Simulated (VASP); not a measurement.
# Ni2H (P-3m1) in VASP: notebook, part 2 of 2

VASP 6.6.1.

### Step 4. Single point, LDA, collinear spin, ferromagnetic start

This run uses another cell than the first one, of 7.35 Å³/atom, 0.977 times its volume.

INCAR reads:

```
SYSTEM = Ni2H
PREC = Accurate
ENCUT = 520
EDIFF = 1E-6
ISMEAR = 0
SIGMA = 0.1
LREAL = .False.
LASPH = .True.
NELM = 150
ALGO = Normal
ISIF = 2
LWAVE = .False.
LCHARG = .True.
ISPIN = 2
MAGMOM = 0.16 0.16 0
LORBIT = 11
LMAXMIX = 4
GGA = CA
LELF = .True.
LVHAR = .True.
NBANDS = 22
```

KPOINTS reads:

```
regular mesh
0
Gamma
  12 12 6
  0 0 0
```

POSCAR reads:

```
Ni2H
1.0
    2.4854795281      0.0000000000      0.0000000000
   -1.2427397640      2.1524884120      0.0000000000
    0.0000000000      0.0000000000      4.1228977894
Ni H
2 1
Direct
    0.6666666667      0.3333333333      0.7680537661
    0.3333333333      0.6666666667      0.2879520282
    0.0000000000      0.0000000000      0.0279942057
```

Potentials or basis: VASP PAW LDA potentials, release 64 (Ni, H).

Launch:

```
$ cat potpaw_LDA.64/Ni/POTCAR potpaw_LDA.64/H/POTCAR > POTCAR
$ mpirun -np 1 vasp_std > vasp.out
```

OUTCAR:

```text
SYSTEM = Ni2H
   PREC = Accurate
   ENCUT = 520
   EDIFF = 1E-6
   ISMEAR = 0
   LREAL = .False.
   LASPH = .True.
   NELM = 150
   ISIF = 2
   ISPIN = 2
   LORBIT = 11
   GGA = CA

 ion  position               nearest neighbor table
   1  0.667  0.333  0.768-   3 1.79   3 1.79   3 1.79   2 2.44   2 2.44   2 2.44   2 2.58   2 2.58
                             2 2.58
   2  0.333  0.667  0.288-   3 1.79   3 1.79   3 1.79   1 2.44   1 2.44   1 2.44   1 2.58   1 2.58
                             1 2.58
   3  0.000  0.000  0.028-   1 1.79   1 1.79   1 1.79   2 1.79   2 1.79   2 1.79

  LATTYP: Found a hexagonal cell.
 ALAT       =     2.4854795281
 C/A-ratio  =     1.6587937027

  Lattice vectors:

 A1 = (   2.4854795281,   0.0000000000,   0.0000000000)
 A2 = (  -1.2427397640,   2.1524884120,   0.0000000000)
 A3 = (   0.0000000000,   0.0000000000,   4.1228977894)

Analysis of symmetry for initial positions (statically):
=====================================================================
[... 1402 lines left out ...]

------------------------ aborting loop because EDIFF is reached ----------------------------------------

  FORCE on cell =-STRESS in cart. coord.  units (eV):
  Direction    XX          YY          ZZ          XY          YZ          ZX
  --------------------------------------------------------------------------------------
  -------------------------------------------------------------------------------------
  Total       -0.0022309     -0.0022309     -0.0069651     -0.0000000      0.0000000      0.0000000
  in kB       -0.1620466     -0.1620466     -0.5059250     -0.0000000      0.0000000      0.0000000
  external PRESSURE =      -0.2766728 kB  Pullay stress =       0.0000000 kB

 VOLUME and BASIS-vectors are now :
 -----------------------------------------------------------------------------
  energy-cutoff  :      520.00
  volume of cell :       22.06
      direct lattice vectors                 reciprocal lattice vectors
     2.485479528  0.000000000  0.000000000     0.402336848  0.232289288  0.000000000
    -1.242739764  2.152488412  0.000000000     0.000000000  0.464578575  0.000000000
     0.000000000  0.000000000  4.122897789     0.000000000  0.000000000  0.242547851

 POSITION                                       TOTAL-FORCE (eV/Angst)
 -----------------------------------------------------------------------------------
      1.24274      0.71750      3.16661        -0.000000     -0.000000     -0.005730
     -0.00000      1.43499      1.18720        -0.000000      0.000000      0.005357
      0.00000      0.00000      0.11542         0.000000      0.000000      0.000373
 -----------------------------------------------------------------------------------
    total drift:                               -0.000000     -0.000000     -0.000901

  FREE ENERGIE OF THE ION-ELECTRON SYSTEM (eV)
  ---------------------------------------------------
  free  energy   TOTEN  =       -16.9189269897 eV

  energy  without entropy=      -16.9016460062  energy(sigma->0) =      -16.91028650

 total charge

# of ion       s       p       d       tot
------------------------------------------
    1        0.480   0.573   8.460   9.512
    2        0.480   0.573   8.460   9.512
    3        0.505   0.044   0.000   0.549
--------------------------------------------------
tot          1.465   1.189  16.920  19.574

 magnetization (x)

# of ion       s       p       d       tot
------------------------------------------
    1       -0.000  -0.000   0.001   0.001
    2       -0.000  -0.000   0.001   0.001
    3       -0.000  -0.000   0.000  -0.000
--------------------------------------------------
tot         -0.000  -0.000   0.003   0.002
```

OSZICAR:

```text
N       E                     dE             d eps       ncg     rms          rms(c)
DAV:   1     0.975611383638E+02    0.97561E+02   -0.88322E+03  9416   0.133E+03
DAV:   2    -0.128328686805E+02   -0.11039E+03   -0.10180E+03  9040   0.239E+02
DAV:   3    -0.190935823464E+02   -0.62607E+01   -0.60443E+01 10136   0.640E+01
DAV:   4    -0.191706127789E+02   -0.77030E-01   -0.76977E-01 10062   0.676E+00
DAV:   5    -0.191726558622E+02   -0.20431E-02   -0.20430E-02 10210   0.111E+00    0.160E+01
DAV:   6    -0.176385222542E+02    0.15341E+01   -0.72811E+00 10446   0.583E+01    0.840E+00
DAV:   7    -0.169749361388E+02    0.66359E+00   -0.17572E+00 10254   0.254E+01    0.337E+00
DAV:   8    -0.169224267366E+02    0.52509E-01   -0.21019E-02 13362   0.234E+00    0.854E-01
DAV:   9    -0.169250990175E+02   -0.26723E-02   -0.49085E-02 13378   0.305E+00    0.119E+00
DAV:  10    -0.169190713849E+02    0.60276E-02   -0.31960E-02 12814   0.252E+00    0.219E-01
DAV:  11    -0.169188164528E+02    0.25493E-03   -0.24345E-04 11518   0.160E-01    0.927E-02
DAV:  12    -0.169188517173E+02   -0.35265E-04   -0.64864E-05 12664   0.120E-01    0.316E-02
DAV:  13    -0.169188727003E+02   -0.20983E-04   -0.70787E-06 12266   0.370E-02    0.531E-02
DAV:  14    -0.169188655058E+02    0.71946E-05   -0.93302E-07  6166   0.193E-02    0.590E-02
DAV:  15    -0.169189121571E+02   -0.46651E-04   -0.45503E-05 10576   0.142E-01    0.284E-02
DAV:  16    -0.169189186105E+02   -0.64533E-05   -0.58840E-06 13320   0.320E-02    0.215E-02
DAV:  17    -0.169189264689E+02   -0.78584E-05   -0.13857E-05 11232   0.786E-02    0.591E-03
DAV:  18    -0.169189269897E+02   -0.52083E-06   -0.12008E-06  7168   0.150E-02
   1 F= -.16918927E+02 E0= -.16910286E+02  d E =-.172810E-01  mag=     0.0000
```

stdout:

```text
POSCAR found type information on POSCAR NiH
 POSCAR found :  2 types and       3 ions
 scaLAPACK will be used
 LDA part: xc-table for (Slater(with rela. corr.)+CA(PZ))
 , standard interpolation
 POSCAR, INCAR and KPOINTS ok, starting setup
 FFT: planning ... GRIDC
 FFT: planning ... GRID_SOFT
 FFT: planning ... GRID
 WAVECAR not read
 entering main loop
```

It took 55 s on 1 thread of AMD EPYC 9R45 (Zen 5), shared host; peak memory 0.15 GiB.

What came out:

| Quantity | Value |
| --- | --- |
| Free energy | -16.9189 eV |
| Pressure | 0.0 GPa |
| Largest force | 0.006 eV/Å |
| Net moment | 0.00 μB per cell |
| Valence electrons inside the program's atomic spheres | Ni 9.51; H 0.55 |

Forces in eV/Å, atoms in the order of the input:
```
Ni   0.000  0.000 -0.006
Ni   0.000  0.000  0.005
H    0.000  0.000  0.000
```

### Step 5. Relaxation of cell and atoms, LDA

This run uses another cell than the first one, of 7.35 Å³/atom, 0.977 times its volume.

INCAR reads:

```
PREC     = Accurate       # precision mode
ENCUT    = 600            # plane-wave cutoff, eV
EDIFF    = 1E-7           # SCF threshold, eV
ISMEAR   = -1             # smearing method
SIGMA    = 0.15           # smearing width, eV
LREAL    = F              # projectors in reciprocal space
LASPH    = T              # aspherical terms in the spheres
NELM     = 80             # most SCF steps
ALGO     = Normal         # electronic algorithm
ISIF     = 3              # what is computed and relaxed
LWAVE    = F              # write WAVECAR
LCHARG   = F              # write CHGCAR
IBRION   = 2              # ionic algorithm
NSW      = 80             # ionic steps
EDIFFG   = -0.001         # ionic threshold
```

KPOINTS reads:

```
Automatic mesh
0
Gamma
  18 18 10
```

POSCAR reads:

```
Ni2H
1.0
    2.4861727325      0.0000000000      0.0000000000
   -1.2430863662      2.1530887446      0.0000000000
    0.0000000000      0.0000000000      4.1183751177
Ni H
2 1
Direct
    0.6666666667      0.3333333333      0.7684431608
    0.3333333333      0.6666666667      0.2875568392
    0.0000000000      0.0000000000      0.0280000000
```

Launch:

```
$ cat potpaw_LDA.64/Ni/POTCAR potpaw_LDA.64/H/POTCAR > POTCAR
$ mpirun -np 1 vasp_std > vasp.out
```

Run time: 3.4 min. Hardware: 1 thread of AMD EPYC 9R45 (Zen 5), shared host; peak memory 0.21 GiB.

The run converged. Its results:

```
Free energy                            : -17.0364 eV
Relaxed volume                         : 7.38 Å³/atom
Relaxed cell                           : a = 2.492 Å, b = 2.492 Å, c = 4.116 Å, α = 90.00°, β = 90.00°, γ = 120.00°
Space group after relaxing (to 0.05 Å) : P-3m1 (No. 164)
Energy gained by relaxing              : 0.1 meV/atom
Ionic steps                            : 7
Pressure after relaxing                : 0.0 GPa
```

The path:
| step | energy change (eV) | largest force (eV/Å) | pressure (GPa) | volume (Å³) |
| --- | --- | --- | --- | --- |
| 1 | 0.0000 | 0.0210 | 0.97 | 22.05 |
| 2 | -0.0002 | 0.0079 | -0.57 | 22.19 |
| 3 | -0.0003 | 0.0022 | -0.08 | 22.14 |
| 4 | -0.0003 | 0.0026 | -0.05 | 22.14 |
| 5 | -0.0003 | 0.0022 | -0.01 | 22.13 |
| 6 | -0.0003 | 0.0062 | 0.03 | 22.13 |
| 7 | -0.0004 | 0.0007 | 0.00 | 22.13 |

Final structure:
```cif
data_structure
_symmetry_space_group_name_H-M 'P 1'
_symmetry_Int_Tables_number 1
_cell_length_a 2.4917
_cell_length_b 2.4917
_cell_length_c 4.1164
_cell_angle_alpha 90.000
_cell_angle_beta 90.000
_cell_angle_gamma 120.000
_cell_volume 22.13
loop_
_atom_site_label
_atom_site_type_symbol
_atom_site_fract_x
_atom_site_fract_y
_atom_site_fract_z
_atom_site_occupancy
Ni1 Ni 0.66667 0.33333 0.76830 1
Ni2 Ni 0.33333 0.66667 0.28770 1
H1 H 0.00000 0.00000 0.02800 1
```

Levels at points of the mesh, in eV from the Fermi level:
```
           k point  band 7  band 8  band 9  band 10  band 11  band 12  band 13  band 14
(0.00, 0.00, 0.00)   -1.84   -1.84   -1.37    -1.37    -0.46    -0.46     4.88    15.57
(0.50, 0.00, 0.00)   -1.82   -0.26   -0.25    -0.13     0.61     2.67     7.68     8.00
(0.00, 0.00, 0.50)   -2.12   -2.12   -0.74    -0.74    -0.69    -0.69    11.20    12.03
(0.50, 0.00, 0.50)   -1.31   -0.90   -0.19    -0.18     0.32     0.57     5.75     5.75
```

Spin polarisation is off, so any magnetic state and its effect on volume and gap are missing.

### Step 6. Overview

| task | spin | cell | k mesh | cutoff (eV) | smearing | gap on the mesh (eV) | pressure (GPa) | largest force (eV/Å) |
| --- | --- | --- | --- | --- | --- | --- | --- | --- |
| relaxation of shape and atoms at fixed volume | off | relaxed from a = 2.507, b = 2.507, c = 4.145 Å, angles 90.0, 90.0, 120.0°, 3 atoms | 18 × 18 × 10 | 600 | fermi-dirac 0.15 eV | none | -4.5 | - |
| single point | off | a = 2.491, b = 2.491, c = 4.118 Å, angles 90.0, 90.0, 120.0°, 3 atoms | 18 × 18 × 10 | 520 | fermi-dirac 0.15 eV | none | 0.1 | 0.01 |
| single point | collinear, ferromagnetic start | a = 2.485, b = 2.485, c = 4.123 Å, angles 90.0, 90.0, 120.0°, 3 atoms | 12 × 12 × 6 | 520 | gaussian 0.1 eV | none | 0.0 | 0.01 |
| relaxation of cell and atoms | off | relaxed from a = 2.486, b = 2.486, c = 4.118 Å, angles 90.0, 90.0, 120.0°, 3 atoms | 18 × 18 × 10 | 600 | fermi-dirac 0.15 eV | none | 0.0 | - |

Alike in all rows: level LDA; potentials or basis VASP PAW LDA potentials, release 64 (Ni, H).

Total energies depend on the potentials used, so only differences within one code and one set of settings carry meaning.
